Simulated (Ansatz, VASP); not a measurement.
**One calculation of SnO2, two programs**

File INCAR:

```
SYSTEM = SnO2
PREC = Accurate
ENCUT = 520
EDIFF = 1E-6
ISMEAR = 0
SIGMA = 0.05
LREAL = .False.
LASPH = .True.
NELM = 100
ALGO = Normal
ISIF = 2
LWAVE = .False.
LCHARG = .True.
GGA = PE
IVDW = 12
LELF = .True.
LVHAR = .True.
NBANDS = 64
```

Contents of KPOINTS:

```
Automatic mesh
0
Gamma
  6 6 6
  0 0 0
```

The input POSCAR:

```
SnO2
1.0
    3.2373377712      1.8690778337      4.2908446647
   -3.2373377712      1.8690778337      4.2908446647
    0.0000000000     -3.7381556673      4.2908446647
Sn O
4 8
Direct
    0.8671950224      0.8635708756      0.8635708758
    0.3671810059      0.3636018482      0.8635808017
    0.3671810059      0.8635808015      0.3636018484
    0.8671970550      0.3635924511      0.3635924513
    0.1369043147      0.6133363201      0.6133362975
    0.6368365825      0.1133359204      0.6133281841
    0.6368365825      0.6133282066      0.1133358978
    0.5749266143      0.6251427014      0.6251427227
    0.1368805536      0.1133400636      0.1133400411
    0.0748588908      0.1251740788      0.6251325464
    0.0748588908      0.6251325251      0.1251741001
    0.5749243091      0.1251427957      0.1251428171
```

Input for Ansatz:

```yaml
crystal:
  lattice:
    - [3.2373377712, 1.8690778337, 4.2908446647]
    - [-3.2373377712, 1.8690778337, 4.2908446647]
    - [0.0, -3.7381556673, 4.2908446647]
  atoms:
    - { symbol: Sn, position: [0.8671950224, 0.8635708756, 0.8635708758] }
    - { symbol: Sn, position: [0.3671810059, 0.3636018482, 0.8635808017] }
    - { symbol: Sn, position: [0.3671810059, 0.8635808015, 0.3636018484] }
    - { symbol: Sn, position: [0.867197055, 0.3635924511, 0.3635924513] }
    - { symbol: O, position: [0.1369043147, 0.6133363201, 0.6133362975] }
    - { symbol: O, position: [0.6368365825, 0.1133359204, 0.6133281841] }
    - { symbol: O, position: [0.6368365825, 0.6133282066, 0.1133358978] }
    - { symbol: O, position: [0.5749266143, 0.6251427014, 0.6251427227] }
    - { symbol: O, position: [0.1368805536, 0.1133400636, 0.1133400411] }
    - { symbol: O, position: [0.0748588908, 0.1251740788, 0.6251325464] }
    - { symbol: O, position: [0.0748588908, 0.6251325251, 0.1251741001] }
    - { symbol: O, position: [0.5749243091, 0.1251427957, 0.1251428171] }
basis:
  ecutwfc: 520.0
kpoints:
  mp_grid: { grid: [6, 6, 6] }
hamiltonian:
  xc: pbe
  pseudopotentials: { kind: paw, azcp: { folder: soft_1 } }
  dispersion: d3bj
scf:
  occupations: { method: gaussian, width: 0.05 }
output:
  forces: true
  stress: true
  eigenvalues: true
  write_density: true
  write_potential: true
  elf: true
  volumetric_format: npy
```

Change from the starting cell: mode 20 frozen in at -0.050 Å and mode 26 at +0.138 Å (largest displacements).

Alike in both runs: task single point; functional PBE; dispersion D3(BJ); k mesh 6 × 6 × 6; occupations gaussian, width 0.05 eV; no spin polarisation.

|  | VASP | Ansatz |
| --- | --- | --- |
| version | VASP 6.6.1 | Ansatz 0.2.0 |
| potentials or method | VASP PAW PBE potentials, release 64 (Sn_d, O), cutoff 520 eV | scalar-relativistic, plane waves, PAW |
| valence electrons in the cell | 104 | 104 |

```csv
,VASP,Ansatz,Ansatz less VASP
gap on the k mesh at the Fermi level (eV),1.43,1.45,+0.022
least direct gap on the mesh (eV),1.46,1.48,+0.020
pressure (GPa),3.2,2.5,-0.68
"traceless stress, the component that is largest in VASP (GPa)",9.88,9.73,-0.146
rms of the force components (eV/Å),0.787,0.768,-0.0190
```

Atom by atom the forces differ by 0.031 eV/Å (rms over components).
